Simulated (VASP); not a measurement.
MoS2: single point with PBEsol

The system is MoS2.

```
CELL_PARAMETERS angstrom
3.16100 0.00000 0.00000
-1.58050 2.73751 0.00000
0.00000 0.00000 12.29500
ATOMIC_POSITIONS crystal
Mo 0.33333 0.66667 0.25000
Mo 0.66667 0.33333 0.75000
S 0.33333 0.66667 0.62750
S 0.66667 0.33333 0.12750
S 0.33333 0.66667 0.87250
S 0.66667 0.33333 0.37250
```

```json
{
  "Program": "VASP 6.6.1",
  "Task": "single point",
  "Functional": "PBEsol",
  "Potentials or basis": "VASP PAW PBE potentials, release 64 (Mo_sv, S)",
  "Cutoff": "500 eV",
  "k mesh": "6 × 6 × 2",
  "Occupations": "gaussian, width 0.1 eV",
  "Spin": "collinear spin, ferromagnetic start",
  "Starting moments": "[1.0, 1.0, 0.0, 0.0, 0.0, 0.0] μB"
}
```

| Item | Value |
| --- | --- |
| Pressure | 3.8 GPa |
| Largest force | 0.943 eV/Å |
| Band gap on the k mesh | 0.71 eV, indirect (least direct gap 1.58 eV) |
| Net moment | 0.00 μB per cell |
| Valence electrons inside the program's atomic spheres | Mo 12.59; S 3.70 |

Forces on the atoms (eV/Å):
```
Mo   0.000  0.000  0.000
Mo   0.000  0.000  0.000
S    0.000  0.000 -0.943
S    0.000  0.000 -0.943
S    0.000  0.000  0.943
S    0.000  0.000  0.943
```

Stress tensor (GPa, compression positive):
```
1.39 0.00 0.00
0.00 1.39 0.00
0.00 0.00 8.74
```

Levels at points of the mesh, in eV from the valence-band top:
Spin up:
| k point | band 23 | band 24 | band 25 | band 26 | band 27 | band 28 | band 29 | band 30 |
| --- | --- | --- | --- | --- | --- | --- | --- | --- |
| (0.00, 0.00, 0.00) | -2.56 | -1.31 | -1.16 | 0.00 | 1.99 | 1.99 | 2.00 | 2.00 |
| (0.50, 0.00, 0.00) | -2.03 | -1.88 | -1.61 | -1.47 | 1.40 | 1.44 | 1.89 | 2.10 |
| (0.00, 0.00, 0.50) | -2.58 | -2.58 | -0.29 | -0.29 | 1.99 | 1.99 | 1.99 | 1.99 |
| (0.50, 0.00, 0.50) | -1.96 | -1.96 | -1.53 | -1.53 | 1.42 | 1.42 | 2.00 | 2.00 |
Spin down:
| k point | band 24 | band 25 | band 26 | band 27 | band 28 | band 29 |
| --- | --- | --- | --- | --- | --- | --- |
| (0.00, 0.00, 0.00) | -1.31 | -1.16 | 0.00 | 1.99 | 1.99 | 2.00 |
| (0.50, 0.00, 0.00) | -1.88 | -1.61 | -1.47 | 1.40 | 1.44 | 1.89 |
| (0.00, 0.00, 0.50) | -2.58 | -0.29 | -0.29 | 1.99 | 1.99 | 1.99 |
| (0.50, 0.00, 0.50) | -1.96 | -1.53 | -1.53 | 1.42 | 1.42 | 2.00 |

It took 96 s on 1 thread of Intel Xeon 6975P-C (shared host), peak memory 0.29 GiB.

Caveat: the PAW data sets were made with another functional, which shifts forces and pressure a little; this functional lacks dispersion, which binds the layers, so the pressure and a relaxed spacing across them are unreliable. A k mesh can miss the band edges.
